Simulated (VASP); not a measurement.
A run of VASP 6.6.1 is set up as follows.

Contents of INCAR:

```
ALGO = Normal ; EDIFF = 1E-6
ENCUT = 520 ; GGA = PE
GGA_COMPAT = F ; ISIF = 2
ISMEAR = -1 ; LASPH = T
LCHARG = F ; LREAL = Auto
LWAVE = F ; NBANDS = 89
NELM = 120 ; PREC = Accurate
SIGMA = 0.01
```

File KPOINTS:

```
k-points
0
Gamma
  1 1 1
```

The input POSCAR:

```
Si16C16O
1.0
   -4.3797050000      4.3797050000     -4.3797050000
    4.3797050000      4.3797050000      4.3797050000
    4.3797050000     -4.3797050000     -4.3797050000
Si C O
16 16 1
Direct
   -0.0023898870     -0.0009895644      0.7482629538
   -0.0037092681      0.2443741074      0.4930325216
   -0.0580777701      0.4978301050      0.2394230890
   -0.0030295419      0.7490639210     -0.0007576994
    0.2437910773     -0.0028385473      0.4988137329
    0.2546807376      0.2416496088      0.2485332916
    0.2546132673      0.4977888922     -0.0161820260
    0.2491378986      0.7506634579      0.7468382003
    0.4967400772     -0.0037305024      0.2473763644
    0.4840220974      0.2429723006     -0.0081905060
    0.5002832383      0.4978874148      0.7421479301
    0.5104238756      0.7548544936      0.5051942996
    0.7442584603     -0.0009485799     -0.0005783495
    0.7470218885      0.2480072288      0.7492041131
    0.7472467895      0.4977748501      0.4986747966
    0.7393318728      0.7520096673      0.2464079202
   -0.0038960387      0.0025555374     -0.0001367672
   -0.0035695327      0.2445791440      0.7419307921
   -0.0000855080      0.4977593240      0.4939836131
   -0.0151625509      0.7580714911      0.2498033543
    0.2413575800     -0.0044921975      0.7460234194
    0.2476276370      0.2478169192      0.4960946000
    0.3026856832      0.4985080045      0.2455313771
    0.2488540895      0.7509025151     -0.0039335983
    0.4929149338     -0.0048752142      0.4967046867
    0.5013633338      0.2464384017      0.2496163554
    0.5012160636      0.4978262235     -0.0127320219
    0.4976119396      0.7482699177      0.7466952683
    0.7437417589     -0.0006253846      0.2477455673
    0.7228466301      0.2376576733     -0.0106615628
    0.7514935367      0.4987645287      0.7465111235
    0.7519358039      0.7487966655      0.5004742329
    0.1024789341      0.4914899519      0.1420288581
```

Potentials or basis: VASP PAW PBE potentials, release 64 (Si, C, O).

Run with:

```console
$ cat potpaw_PBE.64/Si/POTCAR potpaw_PBE.64/C/POTCAR potpaw_PBE.64/O/POTCAR > POTCAR
$ mpirun -np 1 vasp_gam > vasp.out
```

(1) Predict the pressure.

(2) What does it give for the band gap on the k mesh?

Results:

(1) 7.0 GPa.

(2) 1.13 eV.

Caveat: the k points lie up to 1.01 Å⁻¹ apart.
